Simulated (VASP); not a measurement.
A run of VASP 6.6.1 is set up as follows.

Contents of POSCAR:

```
ZrC
1.0
    0.0000000000      2.5455200000      2.5455200000
    2.5455200000      0.0000000000      2.5455200000
    2.5455200000      2.5455200000      0.0000000000
Zr C
1 1
Direct
    0.5000000000      0.5000000000      0.5000000000
    0.7500000000      0.7500000000      0.7500000000
```

File INCAR.step1:

```
  ALGO = Normal
  EDIFF = 1E-5
  ENCUT = 520
  GGA = PE
  ISIF = 2
  ISMEAR = -1
  LASPH = True
  LCHARG = False
  LREAL = False
  LWAVE = True
  NBANDS = 15
  NELM = 100
  PREC = Accurate
  SIGMA = 0.05
```

Contents of INCAR.step2:

```
  AEXX = 0.25
  ALGO = Normal
  EDIFF = 1E-6
  ENCUT = 520
  GGA = PS
  HFSCREEN = 0.207
  ISIF = 2
  ISMEAR = -1
  ISTART = 1
  LASPH = True
  LCHARG = False
  LHFCALC = True
  LREAL = False
  LWAVE = False
  NBANDS = 15
  NELM = 100
  PREC = Accurate
  PRECFOCK = Normal
  SIGMA = 0.05
```

Contents of KPOINTS:

```
k-points
0
Gamma
  5 5 5
```

Potentials or basis: VASP PAW PBE potentials, release 64 (Zr_sv, C).

Launch:

```console
$ cat potpaw_PBE.64/Zr_sv/POTCAR potpaw_PBE.64/C/POTCAR > POTCAR
$ cp INCAR.step1 INCAR
$ mpirun -np 1 vasp_std > vasp.out
$ cp INCAR.step2 INCAR
$ mpirun -np 1 vasp_std > vasp.out
```

Task: Estimate the pressure.

Result: -3.8 GPa.

Task: Estimate the band gap on the k mesh.

Result: 1.42 eV, indirect (least direct gap 1.43 eV).

Caveat: the k points lie up to 0.43 Å⁻¹ apart; the PAW data sets were made with another functional, which shifts forces and pressure a little. A k mesh can miss the band edges.
